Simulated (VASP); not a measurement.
# TiO2 (P1) in VASP: single point with r2SCAN

Aim: the single point of TiO2 with r2SCAN.

Everything below comes from runs of VASP 6.6.1. Logs are shortened: lines on timing, memory, paths and dates and some standing lists are left out, and cuts for length are marked.

## 1. The cell of the first run

The typed cell holds 6 atoms: a = 5.436 Å, b = 5.452 Å, c = 5.384 Å, α = 139.39°, β = 140.43°, γ = 56.90°.

## 2. Single point, r2SCAN, collinear spin

Input file POSCAR:

```
TiO2
1.0
   -1.7877768700      1.8686383100      4.7814671800
    1.9281520400     -1.7496225200      4.7899570200
    1.8321972300      1.7940428800     -4.7341612200
Ti O
2 4
Direct
    0.9998260100      0.0022088100      0.0110379400
    0.7387617100      0.2328455900      0.4890913100
    0.1899383800      0.1810169300      0.0062250900
    0.9674426300      0.4501310500      0.5419643200
    0.5772664800      0.0551197300      0.4978939500
    0.8223193800      0.8203227000      0.0010137200
```

Input file INCAR.step1:

```
  PREC = Accurate
  ENCUT = 520
  ISMEAR = -1
  SIGMA = 0.1077
  LREAL = False
  LASPH = True
  NELM = 150
  ISPIN = 2
  MAGMOM = 1 1 0 0 0 0
  LMAXMIX = 4
  NBANDS = 37
  GGA = PE
  ALGO = Normal
  EDIFF = 1E-4
  LWAVE = True
  LCHARG = False
```

Input file INCAR.step2:

```
  PREC = Accurate
  ENCUT = 520
  EDIFF = 1E-6
  ISMEAR = -1
  SIGMA = 0.1077
  LREAL = False
  LASPH = True
  NELM = 150
  ALGO = Normal
  ISIF = 2
  LWAVE = False
  LCHARG = False
  ISPIN = 2
  MAGMOM = 1 1 0 0 0 0
  LORBIT = 11
  LMAXMIX = 4
  METAGGA = R2SCAN
  LMIXTAU = True
  NBANDS = 37
  ISTART = 1
```

Input file KPOINTS:

```
Automatic mesh
0
Gamma
  5 5 7
  0 0 0.5
```

Potentials or basis: VASP PAW PBE potentials, release 64 (Ti_sv, O).

Started as:

```
cat potpaw_PBE.64/Ti_sv/POTCAR potpaw_PBE.64/O/POTCAR > POTCAR
cp INCAR.step1 INCAR
mpirun -np 1 vasp_std > vasp.out
cp INCAR.step2 INCAR
mpirun -np 1 vasp_std > vasp.out
```

OUTCAR:

```text
PREC = Accurate
   ENCUT = 520
   EDIFF = 1E-6
   ISMEAR = -1
   LREAL = False
   LASPH = True
   NELM = 150
   ISIF = 2
   ISPIN = 2
   LORBIT = 11
   METAGGA = R2SCAN
   ISTART = 1

 ion  position               nearest neighbor table
   1  1.000  0.002  0.011-   6 1.67   3 1.79   5 1.92   4 1.95   4 1.97   5 1.99
   2  0.739  0.233  0.489-   5 1.67   4 1.89   3 1.89   3 1.94   6 1.98   6 2.08
   3  0.190  0.181  0.006-   1 1.79   2 1.89   2 1.94
   4  0.967  0.450  0.542-   2 1.89   1 1.95   1 1.97
   5  0.577  0.055  0.498-   2 1.67   1 1.92   1 1.99
   6  0.822  0.820  0.001-   1 1.67   2 1.98   2 2.08

  LATTYP: Found a triclinic cell.
 ALAT       =     3.7610255213
 B/A-ratio  =     1.4126850263
 C/A-ratio  =     2.4249252384
 COS(alpha) =     0.0022233733
 COS(beta)  =     0.5884849360
 COS(gamma) =     0.7245047787

  Lattice vectors:

 A1 = (  -3.7603492700,  -0.0444203600,  -0.0557958000)
 A2 = (  -3.8047696300,  -3.7071015500,  -0.1031017600)
 A3 = (  -5.5037057800,   5.4868991400,   4.7729773400)

Analysis of symmetry for initial positions (statically):
=====================================================================
 Subroutine PRICEL returns:
 Original cell was already a primitive cell.

 Routine SETGRP: Setting up the symmetry group for a
 triclinic supercell.

 Subroutine GETGRP returns: Found  1 space group operations
 (whereof  1 operations were pure point group operations)
 out of a pool of  2 trial point group operations.

The static configuration has the point symmetry C_1 .

Analysis of symmetry for dynamics (positions and initial velocities):
=====================================================================
 Subroutine PRICEL returns:
 Original cell was already a primitive cell.

 Routine SETGRP: Setting up the symmetry group for a
 triclinic supercell.

 Subroutine GETGRP returns: Found  1 space group operations
 (whereof  1 operations were pure point group operations)
 out of a pool of  2 trial point group operations.

The dynamic configuration has the point symmetry C_1 .

Analysis of structural, dynamic, and magnetic symmetry:
=====================================================================
 Subroutine PRICEL returns:
 Original cell was already a primitive cell.

 Routine SETGRP: Setting up the symmetry group for a
 triclinic supercell.

 Subroutine GETGRP returns: Found  1 space group operations
 (whereof  1 operations were pure point group operations)
 out of a pool of  2 trial point group operations.

The overall configuration has the point symmetry C_1 .

 Subroutine INISYM returns: Found  1 space group operations
 (whereof  1 operations are pure point group operations),
 and found     1 'primitive' translations

----------------------------------------------------------------------------------------

                                     Primitive cell

  volume of cell :      65.8793

  direct lattice vectors                    reciprocal lattice vectors
    -1.787776870  1.868638310  4.781467180    -0.004711540  0.271774533  0.101167381
     1.928152040 -1.749622520  4.789957020     0.264492487 -0.004507740  0.100654646
     1.832197230  1.794042880 -4.734161220     0.262851118  0.269929363 -0.007211427

  length of vectors
     5.436026459  5.451847165  5.384033711     0.290031781  0.283033484  0.376834945

  position of ions in fractional coordinates (direct lattice)
     0.999826010  0.002208810  0.011037940
     0.738761710  0.232845590  0.489091310
     0.189938380  0.181016930  0.006225090
     0.967442630  0.450131050  0.541964320
     0.577266480  0.055119730  0.497893950
     0.822319380  0.820322700  0.001013720

  ion indices of the primitive-cell ions
   primitive index   ion index
                 1           1
                 2           2
                 3           3
                 4           4
                 5           5
                 6           6

----------------------------------------------------------------------------------------

[... 30 lines left out ...]
 -0.200000 -0.000000  0.071429      2.000000
  0.000000  0.200000  0.071429      2.000000
[... 16 lines left out ...]
  0.400000 -0.200000  0.071429      2.000000
 -0.400000 -0.200000  0.071429      2.000000
 [... further k-points ...]
   k-points           NKPTS =     88   k-points in BZ     NKDIM =     88   number of bands    NBANDS=     37
   number of dos      NEDOS =    301   number of ions     NIONS =      6
   total plane-waves  NPLWV =  67200
   dimension x,y,z NGX =    40 NGY =   42 NGZ =   40
   dimension x,y,z NGXF=    80 NGYF=   84 NGZF=   80
   ions per type =               2   4
   NGX,Y,Z   is equivalent  to a cutoff of  12.23, 12.81, 12.35 a.u.
   NGXF,Y,Z  is equivalent  to a cutoff of  24.47, 25.61, 24.70 a.u.
 SYSTEM =  unknown system
   PREC   = accura    normal or accurate (medium, high low for compatibility)
   ISTART =      1    job   : 0-new  1-cont  2-samecut
   ICHARG =      0    charge: 1-file 2-atom 10-const
   ISPIN  =      2    spin polarized calculation?
   LNONCOLLINEAR =      F non collinear calculations
   LSORBIT =      F    spin-orbit coupling
   LASPH  =      T    aspherical Exc in radial PAW
   ENCUT  =  520.0 eV  38.22 Ry    6.18 a.u.  10.11 10.14 10.01*2*pi/ulx,y,z
   NELM   =    150;   NELMIN=  2; NELMDL=  0     # of ELM steps
   EDIFF  = 0.1E-05   stopping-criterion for ELM
   LREAL  =      F    real-space projection
   EDIFFG = 0.1E-04   stopping-criterion for IOM
   NSW    =      0    number of steps for IOM
   IBRION =     -1    ionic relax: 0-MD 1-quasi-New 2-CG
   NFREE  =      0    steps in history (QN), initial steepest desc. (CG)
   ISIF   =      2    stress and relaxation
   ISYM   =      2    0-nonsym 1-usesym 2-fastsym
   POTIM  = 0.5000    time-step for ionic-motion
   TEBEG  =    0.0;   TEEND  =   0.0 temperature during run
   PSTRESS=    0.0 pullay stress
   NELECT =      48.0000    total number of electrons
   NUPDOWN=      -1.0000    fix difference up-down
   EMIN   =  10.00;   EMAX   =-10.00  energy-range for DOS
   EFERMI =   0.00;   METHOD = LEGACY
   ISMEAR =    -1;   SIGMA  =   0.11  broadening in eV -4-tet -1-fermi 0-gaus
   EFERMI_NEDOS =   21; number of points for ismear=-14 and -15
   IALGO  =     38    algorithm
   IMIX   =      4    mixing-type and parameters
     AMIX     =   0.40;   BMIX     =  1.00
     AMIX_MAG =   1.60;   BMIX_MAG =  1.00
  volume/ion in A,a.u.               =      10.98        74.10
  Fermi-wavevector in a.u.,A,eV,Ry     =   1.473122  2.783798 29.525859  2.170089
  Thomas-Fermi vector in A             =   2.588054
   LORBIT       =     11    0 simple, 1 ext, 2 COOP (PROOUT), +10 PAW based schemes
   METAGGA = R2SCAN    functional components
   LHFCALC =     F    Hartree Fock is set to
   AEXX    =    0.0000 exact exchange contribution
   IVDW    =     0    specifies the selected vdW correction
   LEPSILON=     F    determine dielectric tensor
   LRPA    =     F    only Hartree local field effects (RPA)
 spin polarized calculation
  energy-cutoff  :      520.00
  volume of cell :       65.88
 maximum number of plane-waves:      1785
   NGX = 21   NGY = 21   NGZ = 19

 number of electron      48.0000006 magnetization       0.0000000

 number of electron      48.0000006 magnetization      -0.0000000

 Free energy of the ion-electron system (eV)
  ---------------------------------------------------
  ext. energy  EPLUGINS =         0.00000000
  ---------------------------------------------------
  free energy    TOTEN  =       -66.49172274 eV

  energy without entropy =      -66.49172090  energy(sigma->0) =      -66.49172182

 E-fermi :   5.3086     XC(G=0): -11.5084

 val. band max:        3.9754854314   @ k =  -0.4000  -0.4000   0.3571
 cond. band min:       6.5511306579   @ k =  -0.2000  -0.2000   0.2143
 fundamental gap:      2.5756452265
 Fermi energy:         5.3086386739

 spin component 1

 k-point     1 :       0.0000    0.0000    0.0714
  band No.  band energies     occupation
      1     -54.6556      1.00000
      2     -54.3951      1.00000
      3     -30.5881      1.00000
      4     -29.9454      1.00000
      5     -29.8484      1.00000
      6     -29.7744      1.00000
[... 925 lines left out ...]
     35      13.6969      0.00000
     36      15.3565      0.00000

 [... further k-points ...]

 spin component 2

 k-point     1 :       0.0000    0.0000    0.0714
  band No.  band energies     occupation
      1     -54.6556      1.00000
      2     -54.3951      1.00000
      3     -30.5881      1.00000
      4     -29.9454      1.00000
      5     -29.8484      1.00000
      6     -29.7744      1.00000
[... 925 lines left out ...]
     35      13.6969      0.00000
     36      15.3565      0.00000

 [... further k-points ...]

 [bands above 36 left out]

------------------------ aborting loop because EDIFF is reached ----------------------------------------

  FORCE on cell =-STRESS in cart. coord.  units (eV):
  Direction    XX          YY          ZZ          XY          YZ          ZX
  --------------------------------------------------------------------------------------
  -------------------------------------------------------------------------------------
  Total        3.1159931      9.8097470     37.5699644     -0.3962934     -0.2451419     -1.0042469
  in kB       75.7805564    238.5718003    913.6967574     -9.6378039     -5.9618199    -24.4231567
  external PRESSURE =     409.3497047 kB  Pullay stress =       0.0000000 kB

 VOLUME and BASIS-vectors are now :
 -----------------------------------------------------------------------------
  energy-cutoff  :      520.00
  volume of cell :       65.88
      direct lattice vectors                 reciprocal lattice vectors
    -1.787776870  1.868638310  4.781467180    -0.004711540  0.271774533  0.101167381
     1.928152040 -1.749622520  4.789957020     0.264492487 -0.004507740  0.100654646
     1.832197230  1.794042880 -4.734161220     0.262851118  0.269929363 -0.007211427

 POSITION                                       TOTAL-FORCE (eV/Angst)
 -----------------------------------------------------------------------------------
     -1.76298      1.88425      4.73896         0.376193      0.581105      2.133721
      0.02433      1.85054      2.33225         0.243175     -0.160721      6.161748
      0.02087      0.04938      1.74578         0.189349     -0.506338      6.715200
      0.13134      1.99255      4.21616        -1.461881      0.274375      4.156834
     -0.01350      1.87551      0.66709        -0.121434      0.295990     -9.292505
      0.11344      0.10318      7.85640         0.774598     -0.484412     -9.874997
 -----------------------------------------------------------------------------------
    total drift:                                0.000229     -0.001018      0.007018

  FREE ENERGIE OF THE ION-ELECTRON SYSTEM (eV)
  ---------------------------------------------------
  free  energy   TOTEN  =       -66.4917227403 eV

  energy  without entropy=      -66.4917209017  energy(sigma->0) =      -66.49172182

 total charge

# of ion       s       p       d       tot
------------------------------------------
    1        2.264   6.420   1.916  10.600
    2        2.254   6.385   1.881  10.520
    3        1.592   3.617   0.000   5.209
    4        1.582   3.563   0.000   5.146
    5        1.598   3.636   0.000   5.234
    6        1.595   3.597   0.000   5.192
--------------------------------------------------
tot         10.885  27.219   3.797  41.901

 magnetization (x)

# of ion       s       p       d       tot
------------------------------------------
    1        0.000  -0.000   0.000   0.000
    2        0.000  -0.000   0.000   0.000
    3        0.000  -0.000   0.000  -0.000
    4        0.000   0.000   0.000   0.000
    5        0.000  -0.000   0.000  -0.000
    6        0.000  -0.000   0.000  -0.000
--------------------------------------------------
tot          0.000  -0.000   0.000  -0.000
```

Run time: 71 min. Hardware: 1 thread of AMD EPYC 7R43 (Zen 3), shared host; peak memory 0.48 GiB.

Results:

```yaml
Free_energy: -66.4917 eV
Pressure: 40.9 GPa
Largest_force: 9.917 eV/Å
Band_gap_on_the_k_mesh: 2.58 eV (least direct gap 2.66 eV)
Net_moment: 0.00 μB per cell
Valence_electrons_inside_the_program's_atomic_spheres: Ti 10.60, 10.52; O 5.21, 5.15, 5.23, 5.19
```

Forces on the atoms (eV/Å):
```
Ti   0.376  0.581  2.134
Ti   0.243 -0.161  6.162
O    0.189 -0.506  6.715
O   -1.462  0.274  4.157
O   -0.121  0.296 -9.293
O    0.775 -0.484 -9.875
```

Caveat: the stress differs along the axes, from 8 to 91 GPa; the PAW data sets were made with another functional, which shifts forces and pressure a little; a shifted mesh leaves out Γ, where band edges can lie. A k mesh can miss the band edges.
